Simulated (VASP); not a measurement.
# Cl (P1) in VASP: single point with r2SCAN

Aim: the single point of Cl with r2SCAN.

Everything below comes from runs of VASP 6.6.1. Logs are shortened: lines on timing, memory, paths and dates and some standing lists are left out, and cuts for length are marked.

**1. The cell of the first run**

The typed cell holds 16 atoms: a = 7.429 Å, b = 7.429 Å, c = 8.147 Å, α = 90.00°, β = 90.00°, γ = 65.42°.

**2. Single point, r2SCAN**

POSCAR

```
Cl
1.0
    6.2504734117     -4.0144901941      0.0000000000
    6.2504734117      4.0144901941      0.0000000000
    0.0000000000      0.0000000000      8.1465601234
Cl
16
Direct
    0.4537984825      0.0747702806      0.6071112132
    0.0568537823      0.4308180785      0.3858507091
    0.2898071466      0.1986254567      0.1091058050
    0.2028213055      0.3015374514      0.8874150427
    0.4540141786      0.5573852120      0.6090751096
    0.0623311685      0.9514981181      0.4083634012
    0.2984869554      0.6955062338      0.0979771815
    0.1847660132      0.8087017757      0.8943747901
    0.9389279214      0.0565169978      0.6146292330
    0.5562697534      0.4387659168      0.3872714314
    0.8219888934      0.1902907506      0.1039400664
    0.6879401649      0.2991356282      0.8954693625
    0.9320492307      0.5493916763      0.6083011633
    0.5587005690      0.9452928697      0.3999801082
    0.8185367302      0.6824372572      0.1016707650
    0.6827074882      0.8193265789      0.8894644967
```

INCAR.step1

```
SYSTEM = Cl
PREC     = Accurate       ! precision mode
ENCUT    = 440            ! plane-wave cutoff, eV
ISMEAR   = -1             ! smearing method
SIGMA    = 0.146          ! smearing width, eV
LREAL    = .False.        ! projectors in reciprocal space
LASPH    = .True.         ! aspherical terms in the spheres
NELM     = 120            ! most SCF steps
NBANDS   = 70             ! bands
GGA      = PE             ! functional
ALGO     = Normal         ! electronic algorithm
EDIFF    = 1E-5           ! SCF threshold, eV
LWAVE    = .True.         ! write WAVECAR
LCHARG   = .False.        ! write CHGCAR
GGA_COMPAT= .False.
```

INCAR.step2

```
SYSTEM = Cl
PREC     = Accurate       ! precision mode
ENCUT    = 440            ! plane-wave cutoff, eV
EDIFF    = 1E-6           ! SCF threshold, eV
ISMEAR   = -1             ! smearing method
SIGMA    = 0.146          ! smearing width, eV
LREAL    = .False.        ! projectors in reciprocal space
LASPH    = .True.         ! aspherical terms in the spheres
NELM     = 120            ! most SCF steps
ALGO     = Normal         ! electronic algorithm
ISIF     = 2              ! what is computed and relaxed
LWAVE    = .False.        ! write WAVECAR
LCHARG   = .False.        ! write CHGCAR
METAGGA  = R2SCAN         ! meta-GGA
LMIXTAU  = .True.       
NBANDS   = 70             ! bands
ISTART   = 1            
GGA_COMPAT= .False.
```

KPOINTS

```
regular mesh
0
Gamma
  2 2 2
  0 0 0
```

Potentials or basis: VASP PAW PBE potentials, release 64 (Cl).

Command:

```sh
$ cat potpaw_PBE.64/Cl/POTCAR > POTCAR
$ cp INCAR.step1 INCAR
$ mpirun -np 1 vasp_std > vasp.out
$ cp INCAR.step2 INCAR
$ mpirun -np 1 vasp_std > vasp.out
```

OUTCAR:

```text
SYSTEM = Cl
   PREC = Accurate
   ENCUT = 440
   EDIFF = 1E-6
   ISMEAR = -1
   LREAL = .False.
   LASPH = .True.
   NELM = 120
   ISIF = 2
   METAGGA = R2SCAN
   ISTART = 1

 ion  position               nearest neighbor table
   1  0.454  0.075  0.607-  14 1.94
   2  0.057  0.431  0.386-  13 2.06
   3  0.290  0.199  0.109-   4 1.96
   4  0.203  0.302  0.887-   3 1.96
   5  0.454  0.557  0.609-  10 2.02
   6  0.062  0.951  0.408-   9 1.92
[... 8 lines left out ...]
  15  0.819  0.682  0.102-  16 2.05
  16  0.683  0.819  0.889-  15 2.05

  LATTYP: Found a base centered orthorhombic cell.
 ALAT       =     8.0289803882
 B/A-ratio  =     1.5569781241
 C/A-ratio  =     1.0146444168

  Lattice vectors:

 A1 = (  -6.2504734117,  -4.0144901941,   0.0000000000)
 A2 = (   6.2504734117,  -4.0144901941,   0.0000000000)
 A3 = (   0.0000000000,   0.0000000000,   8.1465601234)

Analysis of symmetry for initial positions (statically):
=====================================================================
 Subroutine PRICEL returns:
 Original cell was already a primitive cell.

 Routine SETGRP: Setting up the symmetry group for a
 base centered orthorhombic supercell.

 Subroutine GETGRP returns: Found  1 space group operations
 (whereof  1 operations were pure point group operations)
 out of a pool of  8 trial point group operations.

The static configuration has the point symmetry C_1 .

Analysis of symmetry for dynamics (positions and initial velocities):
=====================================================================
 Subroutine PRICEL returns:
 Original cell was already a primitive cell.

 Routine SETGRP: Setting up the symmetry group for a
 base centered orthorhombic supercell.

 Subroutine GETGRP returns: Found  1 space group operations
 (whereof  1 operations were pure point group operations)
 out of a pool of  8 trial point group operations.

The dynamic configuration has the point symmetry C_1 .

 Subroutine INISYM returns: Found  1 space group operations
 (whereof  1 operations are pure point group operations),
 and found     1 'primitive' translations

----------------------------------------------------------------------------------------

                                     Primitive cell

  volume of cell :     408.8345

  direct lattice vectors                    reciprocal lattice vectors
     6.250473412 -4.014490194  0.000000000     0.079993941 -0.124548816  0.000000000
     6.250473412  4.014490194  0.000000000     0.079993941  0.124548816  0.000000000
     0.000000000  0.000000000  8.146560123     0.000000000  0.000000000  0.122751196

  length of vectors
     7.428630384  7.428630384  8.146560123     0.148025127  0.148025127  0.122751196

  position of ions in fractional coordinates (direct lattice)
     0.453798482  0.074770281  0.607111213
     0.056853782  0.430818079  0.385850709
     0.289807147  0.198625457  0.109105805
     0.202821306  0.301537451  0.887415043
     0.454014179  0.557385212  0.609075110
     0.062331169  0.951498118  0.408363401
[... 8 lines left out ...]
     0.818536730  0.682437257  0.101670765
     0.682707488  0.819326579  0.889464497

  ion indices of the primitive-cell ions
   primitive index   ion index
                 1           1
                 2           2
                 3           3
                 4           4
                 5           5
                 6           6
[... 8 lines left out ...]
                15          15
                16          16

----------------------------------------------------------------------------------------

 KPOINTS: regular mesh

Automatic generation of k-mesh.
 Grid dimensions read from file:
 generate k-points for:    2    2    2

 Generating k-lattice:

  Cartesian coordinates                     Fractional coordinates (reciprocal lattice)
     0.039996970 -0.062274408  0.000000000     0.500000000  0.000000000  0.000000000
     0.039996970  0.062274408  0.000000000     0.000000000  0.500000000  0.000000000
     0.000000000  0.000000000  0.061375598     0.000000000  0.000000000  0.500000000

  Length of vectors
     0.074012563  0.074012563  0.061375598

  Shift w.r.t. Gamma in fractional coordinates (k-lattice)
     0.000000000  0.000000000  0.000000000

 Subroutine IBZKPT returns following result:
 ===========================================

 Found      8 irreducible k-points:

 Following reciprocal coordinates:
            Coordinates               Weight
  0.000000  0.000000  0.000000      1.000000
  0.500000  0.000000  0.000000      1.000000
  0.000000  0.500000  0.000000      1.000000
  0.500000  0.500000  0.000000      1.000000
  0.000000  0.000000  0.500000      1.000000
  0.500000  0.000000  0.500000      1.000000
  0.000000  0.500000  0.500000      1.000000
  0.500000  0.500000  0.500000      1.000000
   k-points           NKPTS =      8   k-points in BZ     NKDIM =      8   number of bands    NBANDS=     70
   number of dos      NEDOS =    301   number of ions     NIONS =     16
   total plane-waves  NPLWV = 163296
   dimension x,y,z NGX =    54 NGY =   54 NGZ =   56
   dimension x,y,z NGXF=   108 NGYF=  108 NGZF=  112
   ions per type =              16
   NGX,Y,Z   is equivalent  to a cutoff of  12.08, 12.08, 11.43 a.u.
   NGXF,Y,Z  is equivalent  to a cutoff of  24.17, 24.17, 22.86 a.u.
 SYSTEM =  Cl
   PREC   = accura    normal or accurate (medium, high low for compatibility)
   ISTART =      1    job   : 0-new  1-cont  2-samecut
   ICHARG =      0    charge: 1-file 2-atom 10-const
   ISPIN  =      1    spin polarized calculation?
   LNONCOLLINEAR =      F non collinear calculations
   LSORBIT =      F    spin-orbit coupling
   LASPH  =      T    aspherical Exc in radial PAW
   ENCUT  =  440.0 eV  32.34 Ry    5.69 a.u.  12.71 12.71 13.93*2*pi/ulx,y,z
   NELM   =    120;   NELMIN=  2; NELMDL=  0     # of ELM steps
   EDIFF  = 0.1E-05   stopping-criterion for ELM
   LREAL  =      F    real-space projection
   EDIFFG = 0.1E-04   stopping-criterion for IOM
   NSW    =      0    number of steps for IOM
   IBRION =     -1    ionic relax: 0-MD 1-quasi-New 2-CG
   NFREE  =      0    steps in history (QN), initial steepest desc. (CG)
   ISIF   =      2    stress and relaxation
   ISYM   =      2    0-nonsym 1-usesym 2-fastsym
   POTIM  = 0.5000    time-step for ionic-motion
   TEBEG  =    0.0;   TEEND  =   0.0 temperature during run
   PSTRESS=    0.0 pullay stress
   NELECT =     112.0000    total number of electrons
   NUPDOWN=      -1.0000    fix difference up-down
   EMIN   =  10.00;   EMAX   =-10.00  energy-range for DOS
   EFERMI =   0.00;   METHOD = LEGACY
   ISMEAR =    -1;   SIGMA  =   0.15  broadening in eV -4-tet -1-fermi 0-gaus
   EFERMI_NEDOS =   21; number of points for ismear=-14 and -15
   IALGO  =     38    algorithm
   IMIX   =      4    mixing-type and parameters
     AMIX     =   0.40;   BMIX     =  1.00
     AMIX_MAG =   1.60;   BMIX_MAG =  1.00
  volume/ion in A,a.u.               =      25.55       172.43
  Fermi-wavevector in a.u.,A,eV,Ry     =   1.063241  2.009234 15.381129  1.130481
  Thomas-Fermi vector in A             =   2.198719
   LORBIT       =      0    0 simple, 1 ext, 2 COOP (PROOUT), +10 PAW based schemes
   METAGGA = R2SCAN    functional components
   LHFCALC =     F    Hartree Fock is set to
   AEXX    =    0.0000 exact exchange contribution
   IVDW    =     0    specifies the selected vdW correction
   LEPSILON=     F    determine dielectric tensor
   LRPA    =     F    only Hartree local field effects (RPA)
 non-spin polarized calculation
  energy-cutoff  :      440.00
  volume of cell :      408.83
 maximum number of plane-waves:      8608
 NGX is ok and might be reduce to    54
   NGX = 25   NGY = 25   NGZ = 27

 number of electron     112.0000005 magnetization

 Free energy of the ion-electron system (eV)
  ---------------------------------------------------
  ext. energy  EPLUGINS =         0.00000000
  ---------------------------------------------------
  free energy    TOTEN  =       -97.90567108 eV

  energy without entropy =      -97.90426066  energy(sigma->0) =      -97.90496587

 E-fermi :   1.5095     XC(G=0):  -8.7894

 val. band max:        0.2305764560   @ k =   0.0000   0.0000   0.5000
 cond. band min:       2.6734552129   @ k =   0.0000   0.0000   0.0000
 fundamental gap:      2.4428787570
 Fermi energy:         1.5095139683

 k-point     1 :       0.0000    0.0000    0.0000
  band No.  band energies     occupation
      1     -18.1788      2.00000
      2     -17.9542      2.00000
      3     -17.8326      2.00000
      4     -17.6976      2.00000
      5     -17.5507      2.00000
      6     -17.1343      2.00000
[... 60 lines left out ...]
     67       8.6061      0.00000
     68       8.6260      0.00000

 k-point     2 :       0.5000    0.0000    0.0000
  band No.  band energies     occupation
      1     -18.1574      2.00000
      2     -17.9242      2.00000
      3     -17.8668      2.00000
      4     -17.6895      2.00000
      5     -17.5786      2.00000
      6     -17.1239      2.00000
[... 60 lines left out ...]
     67       8.7685      0.00000
     68       8.8812      0.00000

 k-point     3 :       0.0000    0.5000    0.0000
  band No.  band energies     occupation
      1     -18.1523      2.00000
      2     -17.9605      2.00000
      3     -17.8258      2.00000
      4     -17.7150      2.00000
      5     -17.5504      2.00000
      6     -17.1474      2.00000
[... 344 lines left out ...]
     67       8.8507      0.00000
     68       8.9212      0.00000

 k-point     8 :       0.5000    0.5000    0.5000
  band No.  band energies     occupation
      1     -18.1339      2.00000
      2     -17.9251      2.00000
      3     -17.8333      2.00000
      4     -17.7284      2.00000
      5     -17.5769      2.00000
      6     -17.1498      2.00000
[... 60 lines left out ...]
     67       9.5768      0.00000
     68       9.6442      0.00000
 [bands above 68 left out]

------------------------ aborting loop because EDIFF is reached ----------------------------------------

  FORCE on cell =-STRESS in cart. coord.  units (eV):
  Direction    XX          YY          ZZ          XY          YZ          ZX
  --------------------------------------------------------------------------------------
  -------------------------------------------------------------------------------------
  Total        2.0330252      4.4150105      9.8797150     -0.1144630     -0.8822665     -0.0075466
  in kB        7.9672010     17.3019377     38.7175103     -0.4485680     -3.4575047     -0.0295743
  external PRESSURE =      21.3288830 kB  Pullay stress =       0.0000000 kB

 VOLUME and BASIS-vectors are now :
 -----------------------------------------------------------------------------
  energy-cutoff  :      440.00
  volume of cell :      408.83
      direct lattice vectors                 reciprocal lattice vectors
     6.250473412 -4.014490194  0.000000000     0.079993941 -0.124548816  0.000000000
     6.250473412  4.014490194  0.000000000     0.079993941  0.124548816  0.000000000
     0.000000000  0.000000000  8.146560123     0.000000000  0.000000000  0.122751196

 POSITION                                       TOTAL-FORCE (eV/Angst)
 -----------------------------------------------------------------------------------
      3.30381     -1.52160      4.94587        -0.109586      0.505968      0.946582
      3.04818      1.50128      3.14336         0.048347      0.379019      0.685369
      3.05294     -0.36605      0.88884         0.097416     -0.423721      0.457491
      3.15248      0.39629      7.22938        -0.039748      0.422545     -0.383282
      6.32172      0.41498      4.96187        -0.112825      0.063589     -0.290756
      6.33691      3.56955      3.32676        -0.005424     -0.886257     -1.536694
[... 8 lines left out ...]
      9.38180     -0.54637      0.82827        -0.045419      0.341776     -0.443752
      9.38842      0.54846      7.24608        -0.040145     -0.340130      0.504291
 -----------------------------------------------------------------------------------
    total drift:                               -0.003922      0.002722     -0.001431

  FREE ENERGIE OF THE ION-ELECTRON SYSTEM (eV)
  ---------------------------------------------------
  free  energy   TOTEN  =       -97.9056710821 eV

  energy  without entropy=      -97.9042606602  energy(sigma->0) =      -97.90496587
```

Run time: 9.2 min. Hardware: 1 thread of Intel Xeon 6975P-C (Granite Rapids), shared host; peak memory 0.44 GiB.

Results:

| Property | Result |
| --- | --- |
| Free energy | -97.9057 eV |
| Pressure | 2.1 GPa |
| Largest force | 2.402 eV/Å |
| Band gap on the k mesh | 2.44 eV (least direct gap 2.45 eV) |

Forces in eV/Å, atoms in the order of the input:
```
Cl  -0.110  0.506  0.947
Cl   0.048  0.379  0.685
Cl   0.097 -0.424  0.457
Cl  -0.040  0.423 -0.383
Cl  -0.113  0.064 -0.291
Cl  -0.005 -0.886 -1.537
Cl   0.045 -1.176  2.094
Cl   0.017  1.058 -2.017
Cl  -0.035  0.819  1.295
Cl   0.086  0.020  0.324
Cl  -0.112 -0.233  0.605
Cl   0.087  0.348 -0.492
Cl   0.153 -0.305 -0.723
Cl  -0.035 -0.593 -1.025
Cl  -0.045  0.342 -0.444
Cl  -0.040 -0.340  0.504
```

Caveat: the k points lie up to 0.47 Å⁻¹ apart; the atoms stand as in a frame of molecular dynamics; the PAW data sets were made with another functional, which shifts forces and pressure a little. A k mesh can miss the band edges.
